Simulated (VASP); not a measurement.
Input of a VASP 6.6.1 run:

The input INCAR:

```
ALGO = Normal ; EDIFF = 1E-7
ENCUT = 520 ; GGA = PE
ISIF = 2 ; ISMEAR = 0
LASPH = T ; LCHARG = T
LELF = T ; LREAL = F
LVHAR = T ; LWAVE = F
NBANDS = 30 ; NELM = 80
PREC = Accurate ; SIGMA = 0.1
```

Contents of KPOINTS:

```
k-points
0
Gamma
  4 4 4
```

File POSCAR:

```
ZrWS3
1.0
    7.9824511335      0.0000000000      0.0000000000
    0.0000000000      1.9187961540      3.3236226076
    0.0000000000     -1.9187961540      3.3236226076
Zr W S
1 1 3
Direct
    0.5000000000      0.6134828065      0.6134828065
    0.0000000000      0.2801346318      0.2801346318
    0.6863422752      0.2801630751      0.2801630751
    0.3136577248      0.2801630751      0.2801630751
    0.0000000000      0.6134596314      0.6134596314
```

Potentials or basis: VASP PAW PBE potentials, release 64 (Zr_sv, W_sv, S).

Launch:

```console
$ cat potpaw_PBE.64/Zr_sv/POTCAR potpaw_PBE.64/W_sv/POTCAR potpaw_PBE.64/S/POTCAR > POTCAR
$ mpirun -np 1 vasp_std > vasp.out
```

Estimate the largest force.

0.015 eV/Å.

Estimate the pressure.

0.1 GPa.

Predict the band gap on the k mesh.

zero (band 22 reaches 7.22 eV, above the bottom of band 23 at 6.70 eV).

Stress tensor (GPa, compression positive):
```
0.15 0.00 0.00
0.00 0.02 0.00
0.00 0.00 0.02
```

Caveat: the k points lie up to 0.47 Å⁻¹ apart; spin-orbit coupling is left out, which moves the levels of the heavy elements.
